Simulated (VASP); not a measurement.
# TlBr3 in VASP: notebook

Runs on TlBr3. Level: PBE. Tasks: single point.

Program: VASP 6.6.1. These are calculated values, not measurements. Logs are shortened: lines on timing, memory, paths and dates and some standing lists are left out, and cuts for length are marked.

## (1) The cell of the first run

The cell holds a molecule in a box, 4 atoms: a = 12.840 Å, b = 13.430 Å, c = 9.000 Å, α = 90.00°, β = 90.00°, γ = 90.00°.

## (2) Single point, PBE

File INCAR:

```
PREC     = Accurate       # precision mode
ENCUT    = 520            # plane-wave cutoff, eV
EDIFF    = 1E-6           # SCF threshold, eV
ISMEAR   = 0              # smearing method
SIGMA    = 0.01           # smearing width, eV
LREAL    = False          # projectors in reciprocal space
LASPH    = True           # aspherical terms in the spheres
NELM     = 80             # most SCF steps
ALGO     = Normal         # electronic algorithm
ISIF     = 2              # what is computed and relaxed
LWAVE    = False          # write WAVECAR
LCHARG   = True           # write CHGCAR
GGA      = PE             # functional
LELF     = True           # ELF
LVHAR    = True         
NBANDS   = 25             # bands
```

File KPOINTS:

```
Automatic mesh
0
Gamma
  1 1 1
```

File POSCAR:

```
TlBr3
1.0
   12.8400000000      0.0000000000      0.0000000000
    0.0000000000     13.4300000000      0.0000000000
    0.0000000000      0.0000000000      9.0000000000
Tl Br
1 3
Direct
    0.4501246100      0.5000945600      0.5000000000
    0.6494353600      0.5000915900      0.5000000000
    0.3504719600      0.6651206300      0.5000000000
    0.3504672900      0.3350707400      0.5000000000
```

Potentials or basis: VASP PAW PBE potentials, release 64 (Tl_d, Br).

Started as:

```
cat potpaw_PBE.64/Tl_d/POTCAR potpaw_PBE.64/Br/POTCAR > POTCAR
mpirun -np 1 vasp_gam > vasp.out
```

OUTCAR:

```text
PREC = Accurate
   ENCUT = 520
   EDIFF = 1E-6
   ISMEAR = 0
   LREAL = False
   LASPH = True
   NELM = 80
   ISIF = 2
   GGA = PE

 ion  position               nearest neighbor table
   1  0.450  0.500  0.500-   3 2.56   4 2.56   2 2.56
   2  0.649  0.500  0.500-   1 2.56
   3  0.350  0.665  0.500-   1 2.56
   4  0.350  0.335  0.500-   1 2.56

  LATTYP: Found a simple orthorhombic cell.
 ALAT       =     9.0000000000
 B/A-ratio  =     1.4266666667
 C/A-ratio  =     1.4922222222

  Lattice vectors:

 A1 = (   0.0000000000,   0.0000000000,   9.0000000000)
 A2 = (  12.8400000000,   0.0000000000,   0.0000000000)
 A3 = (   0.0000000000,  13.4300000000,   0.0000000000)

Analysis of symmetry for initial positions (statically):
=====================================================================
 Subroutine PRICEL returns:
 Original cell was already a primitive cell.

 Routine SETGRP: Setting up the symmetry group for a
 simple orthorhombic supercell.

 Subroutine GETGRP returns: Found  4 space group operations
 (whereof  2 operations were pure point group operations)
 out of a pool of  8 trial point group operations.

The static configuration has the point symmetry C_1h.
 The point group associated with its full space group is C_2v.

Analysis of symmetry for dynamics (positions and initial velocities):
=====================================================================
 Subroutine PRICEL returns:
 Original cell was already a primitive cell.

 Routine SETGRP: Setting up the symmetry group for a
 simple orthorhombic supercell.

 Subroutine GETGRP returns: Found  4 space group operations
 (whereof  2 operations were pure point group operations)
 out of a pool of  8 trial point group operations.

The dynamic configuration has the point symmetry C_1h.
 The point group associated with its full space group is C_2v.

 Subroutine INISYM returns: Found  4 space group operations
 (whereof  2 operations are pure point group operations),
 and found     1 'primitive' translations

----------------------------------------------------------------------------------------

                                     Primitive cell

  volume of cell :    1551.9708

  direct lattice vectors                    reciprocal lattice vectors
    12.840000000  0.000000000  0.000000000     0.077881620  0.000000000  0.000000000
     0.000000000 13.430000000  0.000000000     0.000000000  0.074460164  0.000000000
     0.000000000  0.000000000  9.000000000     0.000000000  0.000000000  0.111111111

  length of vectors
    12.840000000 13.430000000  9.000000000     0.077881620  0.074460164  0.111111111

  position of ions in fractional coordinates (direct lattice)
     0.450124610  0.500094560  0.500000000
     0.649435360  0.500091590  0.500000000
     0.350471960  0.665120630  0.500000000
     0.350467290  0.335070740  0.500000000

  ion indices of the primitive-cell ions
   primitive index   ion index
                 1           1
                 2           2
                 3           3
                 4           4

----------------------------------------------------------------------------------------

 KPOINTS: Automatic mesh

Automatic generation of k-mesh.
 Grid dimensions read from file:
 generate k-points for:    1    1    1

 Generating k-lattice:

  Cartesian coordinates                     Fractional coordinates (reciprocal lattice)
     0.077881620  0.000000000  0.000000000     1.000000000  0.000000000  0.000000000
     0.000000000  0.074460164  0.000000000     0.000000000  1.000000000  0.000000000
     0.000000000  0.000000000  0.111111111     0.000000000  0.000000000  1.000000000

  Length of vectors
     0.077881620  0.074460164  0.111111111

  Shift w.r.t. Gamma in fractional coordinates (k-lattice)
     0.000000000  0.000000000  0.000000000

 Subroutine IBZKPT returns following result:
 ===========================================

 Found      1 irreducible k-points:

 Following reciprocal coordinates:
            Coordinates               Weight
  0.000000  0.000000  0.000000      1.000000
   k-points           NKPTS =      1   k-points in BZ     NKDIM =      1   number of bands    NBANDS=     25
   number of dos      NEDOS =    301   number of ions     NIONS =      4
   total plane-waves  NPLWV = 672000
   dimension x,y,z NGX =    96 NGY =  100 NGZ =   70
   dimension x,y,z NGXF=   192 NGYF=  200 NGZF=  140
   ions per type =               1   3
   NGX,Y,Z   is equivalent  to a cutoff of  12.43, 12.38, 12.93 a.u.
   NGXF,Y,Z  is equivalent  to a cutoff of  24.86, 24.76, 25.86 a.u.
 SYSTEM =  unknown system
   PREC   = accura    normal or accurate (medium, high low for compatibility)
   ISTART =      0    job   : 0-new  1-cont  2-samecut
   ICHARG =      2    charge: 1-file 2-atom 10-const
   ISPIN  =      1    spin polarized calculation?
   LNONCOLLINEAR =      F non collinear calculations
   LSORBIT =      F    spin-orbit coupling
   LASPH  =      T    aspherical Exc in radial PAW
   ENCUT  =  520.0 eV  38.22 Ry    6.18 a.u.  23.87 24.97 16.73*2*pi/ulx,y,z
   NELM   =     80;   NELMIN=  2; NELMDL= -5     # of ELM steps
   EDIFF  = 0.1E-05   stopping-criterion for ELM
   LREAL  =      F    real-space projection
   EDIFFG = 0.1E-04   stopping-criterion for IOM
   NSW    =      0    number of steps for IOM
   IBRION =     -1    ionic relax: 0-MD 1-quasi-New 2-CG
   NFREE  =      0    steps in history (QN), initial steepest desc. (CG)
   ISIF   =      2    stress and relaxation
   ISYM   =      2    0-nonsym 1-usesym 2-fastsym
   POTIM  = 0.5000    time-step for ionic-motion
   TEBEG  =    0.0;   TEEND  =   0.0 temperature during run
   PSTRESS=    0.0 pullay stress
   NELECT =      34.0000    total number of electrons
   NUPDOWN=      -1.0000    fix difference up-down
   EMIN   =  10.00;   EMAX   =-10.00  energy-range for DOS
   EFERMI =   0.00;   METHOD = LEGACY
   ISMEAR =     0;   SIGMA  =   0.01  broadening in eV -4-tet -1-fermi 0-gaus
   EFERMI_NEDOS =   21; number of points for ismear=-14 and -15
   IALGO  =     38    algorithm
   IMIX   =      4    mixing-type and parameters
     AMIX     =   0.40;   BMIX     =  1.00
     AMIX_MAG =   1.60;   BMIX_MAG =  1.00
  volume/ion in A,a.u.               =     387.99      2618.30
  Fermi-wavevector in a.u.,A,eV,Ry     =   0.458079  0.865643  2.854992  0.209836
  Thomas-Fermi vector in A             =   1.443191
   LORBIT       =      0    0 simple, 1 ext, 2 COOP (PROOUT), +10 PAW based schemes
   GGA     = PE    functional components
   LHFCALC =     F    Hartree Fock is set to
   AEXX    =    0.0000 exact exchange contribution
   IVDW    =     0    specifies the selected vdW correction
   LEPSILON=     F    determine dielectric tensor
   LRPA    =     F    only Hartree local field effects (RPA)
 non-spin polarized calculation
 Gauss-broadening in eV      SIGMA  =   0.01
  energy-cutoff  :      520.00
  volume of cell :     1551.97
 maximum number of plane-waves:     20880
 NGX is ok and might be reduce to    96
   NGX = 47   NGY = 49   NGZ = 33

 number of electron      33.9999998 magnetization

 Free energy of the ion-electron system (eV)
  ---------------------------------------------------
  ext. energy  EPLUGINS =         0.00000000
  ---------------------------------------------------
  free energy    TOTEN  =        -8.61930425 eV

  energy without entropy =       -8.61930425  energy(sigma->0) =       -8.61930425

 E-fermi :  -6.7488     XC(G=0):  -1.3364

 val. band max:       -6.8329992603   @ k =   0.0000   0.0000   0.0000
 cond. band min:      -4.4435435704   @ k =   0.0000   0.0000   0.0000
 fundamental gap:      2.3894556899
 Fermi energy:        -6.7488089332

 k-point     1 :       0.0000    0.0000    0.0000
  band No.  band energies     occupation
      1     -19.7370      2.00000
      2     -19.5981      2.00000
      3     -19.5973      2.00000
      4     -16.8156      2.00000
      5     -16.8156      2.00000
      6     -16.7653      2.00000
[... 17 lines left out ...]
     24       0.9145      0.00000
     25       1.1471      0.00000

------------------------ aborting loop because EDIFF is reached ----------------------------------------

  FORCE on cell =-STRESS in cart. coord.  units (eV):
  Direction    XX          YY          ZZ          XY          YZ          ZX
  --------------------------------------------------------------------------------------
  -------------------------------------------------------------------------------------
  Total       -0.8830855     -0.8791603      0.0264390      0.0000000      0.0000000      0.0000000
  in kB       -0.9116535     -0.9076013      0.0272943      0.0000000      0.0000000      0.0000000
  external PRESSURE =      -0.5973202 kB  Pullay stress =       0.0000000 kB

 VOLUME and BASIS-vectors are now :
 -----------------------------------------------------------------------------
  energy-cutoff  :      520.00
  volume of cell :     1551.97
      direct lattice vectors                 reciprocal lattice vectors
    12.840000000  0.000000000  0.000000000     0.077881620  0.000000000  0.000000000
     0.000000000 13.430000000  0.000000000     0.000000000  0.074460164  0.000000000
     0.000000000  0.000000000  9.000000000     0.000000000  0.000000000  0.111111111

 POSITION                                       TOTAL-FORCE (eV/Angst)
 -----------------------------------------------------------------------------------
      5.77960      6.71627      4.50000         0.002015      0.000000      0.000000
      8.33875      6.71623      4.50000        -0.226584      0.000000      0.000000
      4.50006      8.93257      4.50000         0.112284     -0.194790      0.000000
      4.50000      4.50000      4.50000         0.112284      0.194790      0.000000
 -----------------------------------------------------------------------------------
    total drift:                               -0.000039      0.007477      0.000001

  FREE ENERGIE OF THE ION-ELECTRON SYSTEM (eV)
  ---------------------------------------------------
  free  energy   TOTEN  =        -8.6193042460 eV

  energy  without entropy=       -8.6193042460  energy(sigma->0) =       -8.61930425
```

Wall time 2.6 min (1 thread of AMD EPYC 7R43 (Zen 3), shared host); peak memory 0.98 GiB.

What came out:

| Item | Value |
| --- | --- |
| Free energy | -8.6193 eV |
| Largest force | 0.227 eV/Å |
| Gap between the frontier levels | 2.39 eV |

Forces in eV/Å, atoms in the order of the input:
```
Tl   0.002  0.000  0.000
Br  -0.227  0.000  0.000
Br   0.112 -0.195  0.000
Br   0.112  0.195  0.000
```

Levels at points of the mesh, in eV from the valence-band top:
| k point | band 13 | band 14 | band 15 | band 16 | band 17 | band 18 | band 19 | band 20 | band 21 | band 22 |
| --- | --- | --- | --- | --- | --- | --- | --- | --- | --- | --- |
| (0.00, 0.00, 0.00) | -0.10 | -0.10 | -0.04 | -0.04 | 0.00 | 2.39 | 4.78 | 6.59 | 6.83 | 6.84 |

Caveat: spin-orbit coupling is left out, which moves the levels of the heavy elements.

## (3) Single point, PBE, non-collinear spin, zero start, spin-orbit coupling

File INCAR:

```
PREC = Accurate
ENCUT = 520
EDIFF = 1E-7
ISMEAR = 0
SIGMA = 0.01
LREAL = F
LASPH = T
NELM = 150
ALGO = Normal
ISIF = 2
LWAVE = F
LCHARG = F
MAGMOM = 0 0 0 0 0 0 0 0 0 0 0 0
LORBIT = 11
LSORBIT = T
GGA_COMPAT = F
LORBMOM = T
GGA = PE
NBANDS = 48
```

File KPOINTS:

```
regular mesh
0
Gamma
  1 1 1
```

POSCAR is that of step 2.

Potentials or basis: VASP PAW PBE potentials, release 64 (Tl_d, Br).

Started as:

```
cat potpaw_PBE.64/Tl_d/POTCAR potpaw_PBE.64/Br/POTCAR > POTCAR
mpirun -np 1 vasp_ncl > vasp.out
```

OUTCAR:

```text
PREC = Accurate
   ENCUT = 520
   EDIFF = 1E-7
   ISMEAR = 0
   LREAL = F
   LASPH = T
   NELM = 150
   ISIF = 2
   LORBIT = 11
   LSORBIT = T
   GGA = PE

 ion  position               nearest neighbor table
   1  0.450  0.500  0.500-   3 2.56   4 2.56   2 2.56
   2  0.649  0.500  0.500-   1 2.56
   3  0.350  0.665  0.500-   1 2.56
   4  0.350  0.335  0.500-   1 2.56

  LATTYP: Found a simple orthorhombic cell.
 ALAT       =     9.0000000000
 B/A-ratio  =     1.4266666667
 C/A-ratio  =     1.4922222222

  Lattice vectors:

 A1 = (   0.0000000000,   0.0000000000,   9.0000000000)
 A2 = (  12.8400000000,   0.0000000000,   0.0000000000)
 A3 = (   0.0000000000,  13.4300000000,   0.0000000000)

Analysis of symmetry for initial positions (statically):
=====================================================================
 Subroutine PRICEL returns:
 Original cell was already a primitive cell.

[... 307 lines left out ...]
    -0.0094750    -0.0095253    -0.0290719     0.0000000    -0.0094748
    -0.0395881    -0.0094748     0.0000000    -0.0094748     0.0000000
 l=   3
     0.0000000     0.0000000     0.0000000     0.0000000     0.0000000     0.0000000     0.0000000
     0.0000000     0.0000000     0.0000000     0.0000000     0.0000000     0.0000000     0.0000000
     0.0000000     0.0000000     0.0000000     0.0000000     0.0000000     0.0000000     0.0000000
     0.0000000     0.0000000     0.0000000     0.0000000     0.0000000     0.0000000     0.0000000
[... 49 lines left out ...]
 l=   2
     0.0000000     0.0000007     0.0000000     0.0000008     0.0000034
     0.0000007     0.0000000     0.0000012    -0.0000002     0.0000005
     0.0000000     0.0000012     0.0000000     0.0000004     0.0000000
     0.0000008    -0.0000002     0.0000004     0.0000000    -0.0000005
     0.0000034     0.0000005     0.0000000    -0.0000005     0.0000000
 l=   3
     0.0000000     0.0000000     0.0000000     0.0000000     0.0000000     0.0000000     0.0000000
     0.0000000     0.0000000     0.0000000     0.0000000     0.0000000     0.0000000     0.0000000
     0.0000000     0.0000000     0.0000000     0.0000000     0.0000000     0.0000000     0.0000000
     0.0000000     0.0000000     0.0000000     0.0000000     0.0000000     0.0000000     0.0000000
     0.0000000     0.0000000     0.0000000     0.0000000     0.0000000     0.0000000     0.0000000
     0.0000000     0.0000000     0.0000000     0.0000000     0.0000000     0.0000000     0.0000000
     0.0000000     0.0000000     0.0000000     0.0000000     0.0000000     0.0000000     0.0000000

 total charge

# of ion       s       p       d       tot
------------------------------------------
    1        0.961   0.483   9.718  11.162
    2        1.620   3.171   0.012   4.802
    3        1.620   3.171   0.012   4.802
    4        1.620   3.171   0.012   4.802
--------------------------------------------------
tot          5.821   9.995   9.752  25.569

 magnetization (x)

# of ion       s       p       d       tot
------------------------------------------
    1        0.000   0.000   0.000   0.000
    2        0.000   0.000   0.000   0.000
    3        0.000   0.000   0.000   0.000
    4        0.000   0.000   0.000   0.000
--------------------------------------------------
tot          0.000   0.000   0.000   0.000

 magnetization (y)

# of ion       s       p       d       tot
------------------------------------------
    1        0.000   0.000   0.000   0.000
    2        0.000   0.000   0.000   0.000
    3        0.000   0.000   0.000   0.000
    4        0.000   0.000   0.000   0.000
--------------------------------------------------
tot          0.000   0.000   0.000   0.000

 magnetization (z)

# of ion       s       p       d       tot
------------------------------------------
    1        0.000   0.000   0.000   0.000
    2        0.000   0.000   0.000   0.000
    3        0.000  -0.000  -0.000  -0.000
    4       -0.000   0.000   0.000   0.000
--------------------------------------------------
tot          0.000   0.000   0.000   0.000
```

OSZICAR:

```text
N       E                     dE             d eps       ncg     rms          rms(c)
[... 21 lines left out ...]
DAV:  22    -0.900079597668E+01   -0.16263E-05   -0.80328E-08    72   0.121E-03    0.251E-04
DAV:  23    -0.900079677305E+01   -0.79637E-06   -0.33650E-08    64   0.924E-04    0.347E-04
DAV:  24    -0.900079751673E+01   -0.74368E-06   -0.11828E-08    64   0.467E-04    0.184E-04
DAV:  25    -0.900079829965E+01   -0.78293E-06   -0.21700E-08    64   0.644E-04    0.381E-04
DAV:  26    -0.900079850355E+01   -0.20390E-06   -0.12850E-09    64   0.271E-04    0.819E-05
DAV:  27    -0.900079867630E+01   -0.17275E-06    0.67352E-09    64   0.232E-04    0.136E-04
DAV:  28    -0.900079874226E+01   -0.65957E-07    0.12051E-08    80   0.153E-04
   1 F= -.90007987E+01 E0= -.90007987E+01  d E =-.920707E-15  mag=     0.0000     0.0000     0.0000
```

Run time: 17 min. Hardware: 1 thread of AMD EPYC 7R43 (Zen 3), shared host; peak memory 3.6 GiB.

Results:

| Item | Value |
| --- | --- |
| Free energy | -9.0008 eV |
| Largest force | 0.256 eV/Å |
| Net moment | 0.00 μB per cell |
| Valence electrons inside the program's atomic spheres | Tl 11.16; Br 4.80 |

Forces in eV/Å, atoms in the order of the input:
```
Tl   0.002  0.000  0.000
Br  -0.256  0.000  0.000
Br   0.127 -0.220  0.000
Br   0.127  0.220  0.000
```

Moments on the atoms (μB; x, y, z):
```
Tl  0.00 0.00 0.00
Br  0.00 0.00 0.00
Br  0.00 0.00 0.00
Br  0.00 0.00 0.00
```
